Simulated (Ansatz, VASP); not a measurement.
One calculation of Gd, two programs

INCAR

```
SYSTEM = Gd
  PREC = Accurate
  ENCUT = 600
  EDIFF = 1E-6
  ISMEAR = -1
  SIGMA = 0.05
  LREAL = .False.
  LASPH = .True.
  NELM = 200
  ALGO = Normal
  ISIF = 2
  LWAVE = .False.
  LCHARG = .False.
  ISPIN = 2
  MAGMOM = 7
  LORBIT = 11
  LMAXMIX = 6
  GGA = PE
  NBANDS = 19
  GGA_COMPAT = .False.
```

The input KPOINTS:

```
regular mesh
0
Gamma
  10 10 10
  0 0 0
```

Contents of POSCAR:

```
Gd
1.0
    3.3241423010      0.0000000000      0.0000000000
    0.0000000000      3.3241423010      0.0000000000
    0.0000000000      0.0000000000      3.3241423010
Gd
1
Direct
    0.0000000000      0.0000000000      0.0000000000
```

Input for Ansatz:

```yaml
crystal:
  lattice:
    - [3.324142301, 0.0, 0.0]
    - [0.0, 3.324142301, 0.0]
    - [0.0, 0.0, 3.324142301]
  atoms:
    - { symbol: Gd, position: [0.0, 0.0, 0.0], spin: 7.0 }
magnetization:
  spin_polarized: true
kpoints:
  mp_grid: { grid: [10, 10, 10] }
scf:
  occupations: { method: fermi_dirac, width: 0.05 }
hamiltonian:
  xc: pbe
  pseudopotentials: { kind: all_electron, lapw: { basis_error: 0.0005 } }
output:
  forces: true
  stress: true
  eigenvalues: true
```

Change from the starting cell: volume scaled by 1.06.

Alike in both runs: task single point; functional PBE; k mesh 10 × 10 × 10; occupations fermi-dirac, width 0.05 eV; collinear spin.

|  | VASP | Ansatz |
| --- | --- | --- |
| version | VASP 6.6.1 | Ansatz 0.2.0 |
| potentials or method | VASP PAW PBE potentials, release 64 (Gd), cutoff 600 eV | all-electron LAPW, scalar-relativistic |

```csv
,VASP,Ansatz,Ansatz less VASP
pressure (GPa),-1.4,-1.3,+0.04
net moment per atom (μB),7.88,7.87,-0.010
size of the moment on the site where the two differ most (μB),7.13,7.64,+0.509
```

Site moments also hang on the region over which each program counts them. Ansatz ran all-electron here, and VASP with PAW potentials.

Spin-orbit coupling is off throughout.
